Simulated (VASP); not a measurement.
A run of VASP 6.6.1:

INCAR

```
AGGAC    = 1.0          
AGGAX    = 1.0          
ALDAC    = 0.0          
ALDAX    = 1.0          
ALGO     = Normal         # electronic algorithm
EDIFF    = 1E-7           # SCF threshold, eV
ENCUT    = 520            # plane-wave cutoff, eV
GGA      = B5             # functional
ISIF     = 2              # what is computed and relaxed
ISMEAR   = -1             # smearing method
ISPIN    = 2              # spin polarisation
LASPH    = True           # aspherical terms in the spheres
LCHARG   = False          # write CHGCAR
LMAXMIX  = 4              # l up to which the mixer works
LORBIT   = 11             # projections on sites
LREAL    = False          # projectors in reciprocal space
LWAVE    = False          # write WAVECAR
MAGMOM   = 1.703 1.703 1.72 1.72 # initial moments
NBANDS   = 30             # bands
NELM     = 150            # most SCF steps
PREC     = Accurate       # precision mode
SIGMA    = 0.05           # smearing width, eV
```

The input KPOINTS:

```
k-points
0
Gamma
  16 16 5
```

POSCAR

```
Co
1.0
    2.6311447051      0.0000000000      0.0000000000
   -1.3155723526      2.2786381556      0.0000000000
    0.0000000000      0.0000000000      8.5090612635
Co
4
Direct
    0.0000000000      1.0000000000      1.0000000000
    0.0000000000      0.0000000000      0.5000000000
    0.3333333333      0.6666666667      0.2500000000
    0.6666666667      0.3333333333      0.7500000000
```

Potentials or basis: VASP PAW PBE potentials, release 64 (Co).

Launch:

```console
$ cat potpaw_PBE.64/Co/POTCAR > POTCAR
$ mpirun -np 1 vasp_std > vasp.out
```

Hardware: 1 thread of AMD EPYC 7R13 Processor (Zen 3) (shared host).

Problem. How long does it take, and how much memory?

Solution. Run time: 4.1 min on 1 thread of AMD EPYC 7R13 Processor (Zen 3) (shared host), peak memory 0.27 GiB. Counts: scf iterations 18, k points 90.
